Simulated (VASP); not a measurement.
# SnO (P1) in VASP: further runs, part 2 of 2

VASP 6.6.1. The steps go on from the part before.

**3. Single point, LDA**

The input, INCAR:

```
SYSTEM = SnO
  PREC = Accurate
  ENCUT = 520
  EDIFF = 1E-6
  ISMEAR = 0
  SIGMA = 0.01
  LREAL = .False.
  LASPH = .True.
  NELM = 80
  ALGO = Normal
  ISIF = 2
  LWAVE = .False.
  LCHARG = .False.
  NBANDS = 28
```

The input, KPOINTS:

```
Automatic mesh
0
Gamma
  4 3 3
  0 0 0
```

The input, POSCAR:

```
SnO
1.0
    3.3550050000      0.0000000000      0.0000000000
    0.0000000000      5.6741040000      0.0000000000
    0.0000000000      0.0000000000      4.2219700000
Sn O
2 2
Direct
   -0.0045992583      0.2045739284      0.4929498613
    0.4977126031      0.7524880928     -0.0107788488
   -0.0029220867      0.8800905293      0.7330223956
    0.4958067159      0.0727106370      0.2379354735
```

Potentials or basis: VASP PAW LDA potentials, release 64 (Sn_d, O).

On the command line:

```
$ cat potpaw_LDA.64/Sn_d/POTCAR potpaw_LDA.64/O/POTCAR > POTCAR
$ mpirun -np 1 vasp_std > vasp.out
```

OUTCAR:

```text
SYSTEM = SnO
   PREC = Accurate
   ENCUT = 520
   EDIFF = 1E-6
   ISMEAR = 0
   LREAL = .False.
   LASPH = .True.
   NELM = 80
   ISIF = 2

 ion  position               nearest neighbor table
   1  0.995  0.205  0.493-   3 2.10   4 2.13   4 2.13   2 3.71   2 3.72   2 3.73   2 3.73
   2  0.498  0.752  0.989-   4 2.10   3 2.12   3 2.12   1 3.71   1 3.72   1 3.73   1 3.73
   3  0.997  0.880  0.733-   1 2.10   2 2.12   2 2.12
   4  0.496  0.073  0.238-   2 2.10   1 2.13   1 2.13

  LATTYP: Found a simple orthorhombic cell.
 ALAT       =     3.3550050000
 B/A-ratio  =     1.2584094510
 C/A-ratio  =     1.6912356315

  Lattice vectors:

 A1 = (  -3.3550050000,   0.0000000000,   0.0000000000)
 A2 = (   0.0000000000,   0.0000000000,   4.2219700000)
 A3 = (   0.0000000000,   5.6741040000,   0.0000000000)

Analysis of symmetry for initial positions (statically):
=====================================================================
 Subroutine PRICEL returns:
 Original cell was already a primitive cell.

 Routine SETGRP: Setting up the symmetry group for a
 simple orthorhombic supercell.

 Subroutine GETGRP returns: Found  1 space group operations
 (whereof  1 operations were pure point group operations)
[... 166 lines left out ...]
 cond. band min:       6.3234223016   @ k =   0.5000   0.3333   0.3333
 fundamental gap:      1.5666180889
 Fermi energy:         4.8180865762

 k-point     1 :       0.0000    0.0000    0.0000
  band No.  band energies     occupation
      1     -16.6300      2.00000
      2     -16.2225      2.00000
      3     -16.1217      2.00000
      4     -16.1053      2.00000
      5     -16.0722      2.00000
      6     -16.0415      2.00000
[... 578 lines left out ...]
     27      13.5382      0.00000
     28      14.4172      0.00000

------------------------ aborting loop because EDIFF is reached ----------------------------------------

  FORCE on cell =-STRESS in cart. coord.  units (eV):
  Direction    XX          YY          ZZ          XY          YZ          ZX
  --------------------------------------------------------------------------------------
  -------------------------------------------------------------------------------------
  Total       -1.4957005     -0.4911264     -0.6686070      0.0407357     -0.1273218     -0.0057181
  in kB      -29.8160155     -9.7903516    -13.3283347      0.8120451     -2.5380945     -0.1139873
  external PRESSURE =     -17.6449006 kB  Pullay stress =       0.0000000 kB

 VOLUME and BASIS-vectors are now :
 -----------------------------------------------------------------------------
  energy-cutoff  :      520.00
  volume of cell :       80.37
      direct lattice vectors                 reciprocal lattice vectors
     3.355005000  0.000000000  0.000000000     0.298062149  0.000000000  0.000000000
     0.000000000  5.674104000  0.000000000     0.000000000  0.176239279  0.000000000
     0.000000000  0.000000000  4.221970000     0.000000000  0.000000000  0.236856254

 POSITION                                       TOTAL-FORCE (eV/Angst)
 -----------------------------------------------------------------------------------
      3.33957      1.16077      2.08122         0.014149      0.057478     -0.039991
      1.66983      4.26970      4.17646        -0.019600     -0.205837      0.065726
      3.34520      4.99373      3.09480         0.002043      0.102993      0.004394
      1.66343      0.41257      1.00456         0.003408      0.045367     -0.030128
 -----------------------------------------------------------------------------------
    total drift:                                0.001064     -0.000654      0.000164

  FREE ENERGIE OF THE ION-ELECTRON SYSTEM (eV)
  ---------------------------------------------------
  free  energy   TOTEN  =       -25.2263162900 eV

  energy  without entropy=      -25.2263162900  energy(sigma->0) =      -25.22631629
```

OSZICAR:

```text
N       E                     dE             d eps       ncg     rms          rms(c)
DAV:   1     0.441260564499E+03    0.44126E+03   -0.20221E+04  1108   0.209E+03
DAV:   2     0.411094571578E+02   -0.40015E+03   -0.38325E+03  1108   0.549E+02
DAV:   3    -0.257686257280E+02   -0.66878E+02   -0.65920E+02  1224   0.190E+02
DAV:   4    -0.290335826078E+02   -0.32650E+01   -0.32494E+01  1264   0.457E+01
DAV:   5    -0.291153787852E+02   -0.81796E-01   -0.81783E-01  1168   0.780E+00    0.118E+01
DAV:   6    -0.253693976013E+02    0.37460E+01   -0.16254E+01  1756   0.472E+01    0.527E+00
DAV:   7    -0.252938855430E+02    0.75512E-01   -0.21136E+00  1264   0.901E+00    0.258E+00
DAV:   8    -0.252418510393E+02    0.52035E-01   -0.38693E-01  1488   0.419E+00    0.809E-01
DAV:   9    -0.252257280745E+02    0.16123E-01   -0.51798E-02  1656   0.249E+00    0.217E-01
DAV:  10    -0.252266930153E+02   -0.96494E-03   -0.72549E-03  1532   0.767E-01    0.137E-01
DAV:  11    -0.252263023187E+02    0.39070E-03   -0.12069E-03  1632   0.361E-01    0.313E-02
DAV:  12    -0.252263251645E+02   -0.22846E-04   -0.38820E-04  1404   0.114E-01    0.315E-02
DAV:  13    -0.252263161585E+02    0.90061E-05   -0.38047E-05  1508   0.657E-02    0.895E-03
DAV:  14    -0.252263162900E+02   -0.13152E-06   -0.26143E-06  1112   0.107E-02
   1 F= -.25226316E+02 E0= -.25226316E+02  d E =-.767488E-20
```

stdout:

```text
POSCAR found type information on POSCAR SnO
 POSCAR found :  2 types and       4 ions
 scaLAPACK will be used
 LDA part: xc-table for (Slater(with rela. corr.)+CA(PZ))
 , standard interpolation
 POSCAR, INCAR and KPOINTS ok, starting setup
 FFT: planning ... GRIDC
 FFT: planning ... GRID_SOFT
 FFT: planning ... GRID
 WAVECAR not read
 entering main loop
```

It took 60 s on 1 thread of Intel Xeon 8259CL, shared host; peak memory 0.17 GiB.

What came out:

* Free energy: -25.2263 eV
* Pressure: -1.8 GPa
* Largest force: 0.217 eV/Å
* Band gap on the k mesh: 1.57 eV (least direct gap 2.25 eV)

Forces in eV/Å, atoms in the order of the input:
```
Sn   0.014  0.057 -0.040
Sn  -0.020 -0.206  0.066
O    0.002  0.103  0.004
O    0.003  0.045 -0.030
```

Levels at points of the mesh, in eV from the valence-band top:
```tsv
k point	band 18	band 19	band 20	band 21	band 22	band 23
(0.00, 0.00, 0.00)	-3.06	-2.26	0.00	2.27	2.88	5.68
(0.50, 0.00, 0.00)	-2.92	-1.46	-1.40	2.52	2.58	5.49
```

Caveat: the k points lie up to 0.50 Å⁻¹ apart; spin-orbit coupling is left out, which moves the levels of the heavy elements; an odd mesh through Γ misses points on the zone boundary, where band edges can lie.
